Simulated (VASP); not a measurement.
# Mo (Fm-3m) in VASP: further runs

Runs on Mo. Level: LDA. Tasks: single point, relaxation of cell and atoms.

Program: VASP 6.6.1. These are calculated values, not measurements. Logs are shortened: lines on timing, memory, paths and dates and some standing lists are left out, and cuts for length are marked.

### 1 The cell of the first run

It takes space group Fm-3m (No. 225, cubic). Conventional cell: a = 3.988 Å, b = 3.988 Å, c = 3.988 Å, α = 90.00°, β = 90.00°, γ = 90.00°. Within 3.7 Å of Mo (site symmetry m-3m) lie 12 Mo at 2.82 Å.

### 2 Single point, LDA (volume scaled by 1.04)

File INCAR:

```
SYSTEM = Mo
PREC     = Accurate       ! precision mode
ENCUT    = 520            ! plane-wave cutoff, eV
EDIFF    = 1E-7           ! SCF threshold, eV
ISMEAR   = -1             ! smearing method
SIGMA    = 0.1            ! smearing width, eV
LREAL    = .False.        ! projectors in reciprocal space
LASPH    = .True.         ! aspherical terms in the spheres
NELM     = 80             ! most SCF steps
ALGO     = Normal         ! electronic algorithm
ISIF     = 2              ! what is computed and relaxed
LWAVE    = .False.        ! write WAVECAR
LCHARG   = .True.         ! write CHGCAR
LELF     = .True.         ! ELF
LVHAR    = .True.       
NBANDS   = 13             ! bands
```

File KPOINTS:

```
Automatic mesh
0
Gamma
  15 15 15
  0 0 0
```

File POSCAR:

```
Mo
1.0
    0.0000000000      1.9938551185      1.9938551185
    1.9938551185      0.0000000000      1.9938551185
    1.9938551185      1.9938551185      0.0000000000
Mo
1
Direct
    0.0000000000      0.0000000000      0.0000000000
```

Potentials or basis: VASP PAW LDA potentials, release 64 (Mo_sv).

On the command line:

```sh
cat potpaw_LDA.64/Mo_sv/POTCAR > POTCAR
mpirun -np 1 vasp_std > vasp.out
```

OUTCAR:

```text
SYSTEM = Mo
   PREC = Accurate
   ENCUT = 520
   EDIFF = 1E-7
   ISMEAR = -1
   LREAL = .False.
   LASPH = .True.
   NELM = 80
   ISIF = 2

 ion  position               nearest neighbor table
   1  0.000  0.000  0.000-

  LATTYP: Found a face centered cubic cell.
 ALAT       =     3.9877102370

  Lattice vectors:

 A1 = (   0.0000000000,   1.9938551185,   1.9938551185)
 A2 = (   1.9938551185,   0.0000000000,   1.9938551185)
 A3 = (   1.9938551185,   1.9938551185,   0.0000000000)

Analysis of symmetry for initial positions (statically):
=====================================================================
 Subroutine PRICEL returns:
 Original cell was already a primitive cell.

 Routine SETGRP: Setting up the symmetry group for a
 face centered cubic supercell.

 Subroutine GETGRP returns: Found 48 space group operations
 (whereof 48 operations were pure point group operations)
 out of a pool of 48 trial point group operations.

The static configuration has the point symmetry O_h .

Analysis of symmetry for dynamics (positions and initial velocities):
=====================================================================
 Subroutine PRICEL returns:
 Original cell was already a primitive cell.

 Routine SETGRP: Setting up the symmetry group for a
 face centered cubic supercell.

 Subroutine GETGRP returns: Found 48 space group operations
 (whereof 48 operations were pure point group operations)
 out of a pool of 48 trial point group operations.

The dynamic configuration has the point symmetry O_h .

 Subroutine INISYM returns: Found 48 space group operations
 (whereof 48 operations are pure point group operations),
 and found     1 'primitive' translations

----------------------------------------------------------------------------------------

                                     Primitive cell

  volume of cell :      15.8530

  direct lattice vectors                    reciprocal lattice vectors
     0.000000000  1.993855118  1.993855118    -0.250770477  0.250770477  0.250770477
     1.993855118  0.000000000  1.993855118     0.250770477 -0.250770477  0.250770477
     1.993855118  1.993855118  0.000000000     0.250770477  0.250770477 -0.250770477

  length of vectors
     2.819736950  2.819736950  2.819736950     0.434347208  0.434347208  0.434347208

  position of ions in fractional coordinates (direct lattice)
     0.000000000  0.000000000  0.000000000

  ion indices of the primitive-cell ions
   primitive index   ion index
                 1           1

----------------------------------------------------------------------------------------

 KPOINTS: Automatic mesh

Automatic generation of k-mesh.
 Grid dimensions read from file:
[... 79 lines left out ...]
   EFERMI =   0.00;   METHOD = LEGACY
   ISMEAR =    -1;   SIGMA  =   0.10  broadening in eV -4-tet -1-fermi 0-gaus
   EFERMI_NEDOS =   21; number of points for ismear=-14 and -15
   IALGO  =     38    algorithm
   IMIX   =      4    mixing-type and parameters
     AMIX     =   0.40;   BMIX     =  1.00
     AMIX_MAG =   1.60;   BMIX_MAG =  1.00
  volume/ion in A,a.u.               =      15.85       106.98
  Fermi-wavevector in a.u.,A,eV,Ry     =   1.570654  2.968106 33.564955  2.466955
  Thomas-Fermi vector in A             =   2.672355
   LORBIT       =      0    0 simple, 1 ext, 2 COOP (PROOUT), +10 PAW based schemes
   GGA     = CA    functional components
   LHFCALC =     F    Hartree Fock is set to
   AEXX    =    0.0000 exact exchange contribution
   IVDW    =     0    specifies the selected vdW correction
   LEPSILON=     F    determine dielectric tensor
   LRPA    =     F    only Hartree local field effects (RPA)
 non-spin polarized calculation
  energy-cutoff  :      520.00
  volume of cell :       15.85
 maximum number of plane-waves:       444
 NGX is ok and might be reduce to    24
   NGX = 11   NGY = 11   NGZ = 11

 number of electron      14.0000000 magnetization

 Free energy of the ion-electron system (eV)
  ---------------------------------------------------
  ext. energy  EPLUGINS =         0.00000000
  ---------------------------------------------------
  free energy    TOTEN  =       -11.70486761 eV

  energy without entropy =      -11.66145304  energy(sigma->0) =      -11.68316033

 E-fermi :  11.8086     XC(G=0): -13.5089

 val. band max:       11.8071265607   @ k =   0.2000   0.1333   0.0000
 cond. band min:      11.8117236273   @ k =  -0.4000   0.2000   0.0667
 fundamental gap:      0.0045970666
 Fermi energy:        11.8085736548

 k-point     1 :       0.0000    0.0000    0.0000
  band No.  band energies     occupation
      1     -48.5477      2.00000
      2     -22.0411      2.00000
      3     -22.0411      2.00000
      4     -22.0411      2.00000
      5       5.0563      2.00000
      6      11.0774      1.99867
      7      11.0774      1.99867
      8      11.0774      1.99867
      9      13.7758      0.00000
     10      13.7758      0.00000
     11      24.9397      0.00000
     12      30.1760      0.00000
     13      30.1760      0.00000
[... 354 lines left out ...]
  band No.  band energies     occupation
      1     -48.4636      2.00000
      2     -22.4378      2.00000
      3     -22.1657      2.00000
      4     -22.1543      2.00000
      5       6.5320      2.00000
      6       9.9199      2.00000
      7      11.8071      1.00724
      8      11.9412      0.41962
      9      12.6718      0.00036
     10      14.2255      0.00000
     11      27.7014      0.00000
     12      28.2774      0.00000
     13      31.1609      0.00000

 [... further k-points ...]

------------------------ aborting loop because EDIFF is reached ----------------------------------------

  FORCE on cell =-STRESS in cart. coord.  units (eV):
  Direction    XX          YY          ZZ          XY          YZ          ZX
  --------------------------------------------------------------------------------------
  -------------------------------------------------------------------------------------
  Total       -0.8187311     -0.8187311     -0.8187311      0.0000000     -0.0000000      0.0000000
  in kB      -82.7448663    -82.7448663    -82.7448663      0.0000000     -0.0000000      0.0000000
  external PRESSURE =     -82.7448663 kB  Pullay stress =       0.0000000 kB

 VOLUME and BASIS-vectors are now :
 -----------------------------------------------------------------------------
  energy-cutoff  :      520.00
  volume of cell :       15.85
      direct lattice vectors                 reciprocal lattice vectors
     0.000000000  1.993855118  1.993855118    -0.250770477  0.250770477  0.250770477
     1.993855118  0.000000000  1.993855118     0.250770477 -0.250770477  0.250770477
     1.993855118  1.993855118  0.000000000     0.250770477  0.250770477 -0.250770477

 POSITION                                       TOTAL-FORCE (eV/Angst)
 -----------------------------------------------------------------------------------
      0.00000      0.00000      0.00000        -0.000000      0.000000      0.000000
 -----------------------------------------------------------------------------------
    total drift:                               -0.000000     -0.000000     -0.000000

  FREE ENERGIE OF THE ION-ELECTRON SYSTEM (eV)
  ---------------------------------------------------
  free  energy   TOTEN  =       -11.7048676085 eV

  energy  without entropy=      -11.6614530427  energy(sigma->0) =      -11.68316033
```

stdout:

```text
POSCAR found type information on POSCAR Mo
 POSCAR found :  1 types and       1 ions
 scaLAPACK will be used
 LDA part: xc-table for (Slater(with rela. corr.)+CA(PZ))
 , standard interpolation
 POSCAR, INCAR and KPOINTS ok, starting setup
 FFT: planning ... GRIDC
 FFT: planning ... GRID_SOFT
 FFT: planning ... GRID
 WAVECAR not read
 entering main loop
```

Wall time 59 s (1 thread of AMD EPYC 7R13, shared host); peak memory 0.11 GiB.

Results:

```yaml
Free_energy: -11.7049 eV
Pressure: -8.3 GPa
Band_gap_on_the_k_mesh: zero (band 7 reaches 15.74 eV, above the bottom of band 8 at 11.08 eV)
```

### 3 Single point, LDA (volume scaled by 1.08)

File INCAR:

```
ALGO     = Normal         # electronic algorithm
EDIFF    = 1E-6           # SCF threshold, eV
ENCUT    = 520            # plane-wave cutoff, eV
GGA      = CA             # functional
ISIF     = 2              # what is computed and relaxed
ISMEAR   = -1             # smearing method
LASPH    = T              # aspherical terms in the spheres
LCHARG   = F              # write CHGCAR
LREAL    = F              # projectors in reciprocal space
LWAVE    = F              # write WAVECAR
NBANDS   = 13             # bands
NELM     = 100            # most SCF steps
PREC     = Accurate       # precision mode
SIGMA    = 0.1            # smearing width, eV
```

File KPOINTS:

```
k-points
0
Gamma
  15 15 15
```

File POSCAR:

```
Mo
1.0
    0.0000000000      2.0190964705      2.0190964705
    2.0190964705      0.0000000000      2.0190964705
    2.0190964705      2.0190964705      0.0000000000
Mo
1
Direct
    0.0000000000      0.0000000000      0.0000000000
```

Potentials or basis: VASP PAW LDA potentials, release 64 (Mo_sv).

On the command line:

```sh
cat potpaw_LDA.64/Mo_sv/POTCAR > POTCAR
mpirun -np 1 vasp_std > vasp.out
```

OUTCAR:

```text
EDIFF = 1E-6
   ENCUT = 520
   GGA = CA
   ISIF = 2
   ISMEAR = -1
   LASPH = T
   LREAL = F
   NELM = 100
   PREC = Accurate

 ion  position               nearest neighbor table
   1  0.000  0.000  0.000-

  LATTYP: Found a face centered cubic cell.
 ALAT       =     4.0381929410

  Lattice vectors:

 A1 = (   0.0000000000,   2.0190964705,   2.0190964705)
 A2 = (   2.0190964705,   0.0000000000,   2.0190964705)
 A3 = (   2.0190964705,   2.0190964705,   0.0000000000)

[... 561 lines left out ...]
     13      30.2391      0.00000

 [... further k-points ...]

------------------------ aborting loop because EDIFF is reached ----------------------------------------

  FORCE on cell =-STRESS in cart. coord.  units (eV):
  Direction    XX          YY          ZZ          XY          YZ          ZX
  --------------------------------------------------------------------------------------
  -------------------------------------------------------------------------------------
  Total       -1.6850373     -1.6850373     -1.6850373      0.0000000     -0.0000000     -0.0000000
  in kB     -163.9905823   -163.9905823   -163.9905823      0.0000000     -0.0000000     -0.0000000
  external PRESSURE =    -163.9905823 kB  Pullay stress =       0.0000000 kB

 VOLUME and BASIS-vectors are now :
 -----------------------------------------------------------------------------
  energy-cutoff  :      520.00
  volume of cell :       16.46
      direct lattice vectors                 reciprocal lattice vectors
     0.000000000  2.019096471  2.019096471    -0.247635518  0.247635518  0.247635518
     2.019096471  0.000000000  2.019096471     0.247635518 -0.247635518  0.247635518
     2.019096471  2.019096471  0.000000000     0.247635518  0.247635518 -0.247635518

 POSITION                                       TOTAL-FORCE (eV/Angst)
 -----------------------------------------------------------------------------------
      0.00000      0.00000      0.00000         0.000000     -0.000000     -0.000000
 -----------------------------------------------------------------------------------
    total drift:                               -0.000000      0.000000      0.000000

  FREE ENERGIE OF THE ION-ELECTRON SYSTEM (eV)
  ---------------------------------------------------
  free  energy   TOTEN  =       -11.6577745876 eV

  energy  without entropy=      -11.6127536058  energy(sigma->0) =      -11.63526410
```

Run time: 53 s. Hardware: 1 thread of AMD EPYC 7R13, shared host; peak memory 0.11 GiB.

What came out:

| Quantity | Value |
| --- | --- |
| Free energy | -11.6578 eV |
| Pressure | -16.4 GPa |
| Band gap on the k mesh | zero (band 7 reaches 14.94 eV, above the bottom of band 8 at 10.55 eV) |

Levels at points of the mesh, in eV from the Fermi level:
```
           k point  band 4  band 5  band 6  band 7  band 8  band 9  band 10  band 11
(0.00, 0.00, 0.00)  -33.95   -6.64   -0.68   -0.68   -0.68    1.87     1.87    13.11
```

### 4 Single point, LDA (volume scaled by 1.12)

File INCAR:

```
SYSTEM = Mo
PREC = Accurate ; ENCUT = 520
EDIFF = 1E-6 ; ISMEAR = -1
SIGMA = 0.1 ; LREAL = .False.
LASPH = .True. ; NELM = 60
ALGO = Normal ; ISIF = 2
LWAVE = .False. ; LCHARG = .False.
GGA = CA ; NBANDS = 13
```

File KPOINTS:

```
Automatic mesh
0
Gamma
  15 15 15
  0 0 0
```

File POSCAR:

```
Mo
1.0
    0.0000000000      2.0437220252      2.0437220252
    2.0437220252      0.0000000000      2.0437220252
    2.0437220252      2.0437220252      0.0000000000
Mo
1
Direct
    0.0000000000      0.0000000000      0.0000000000
```

On the command line:

```sh
cat potpaw_LDA.64/Mo_sv/POTCAR > POTCAR
mpirun -np 1 vasp_std > vasp.out
```

Run time: 51 s. Hardware: 1 thread of AMD EPYC 7R13, shared host; peak memory 0.11 GiB.

It converged, with:

```yaml
Free_energy: -11.5827 eV
Pressure: -23.0 GPa
Band_gap_on_the_k_mesh: zero (band 7 reaches 14.21 eV, above the bottom of band 8 at 10.05 eV)
```

Levels at points of the mesh, in eV from the Fermi level:
```
           k point  band 4  band 5  band 6  band 7  band 8  band 9  band 10  band 11
(0.00, 0.00, 0.00)  -34.04   -6.53   -0.64   -0.64   -0.64    1.78     1.78    13.08
```

[end of part 1 of 2]
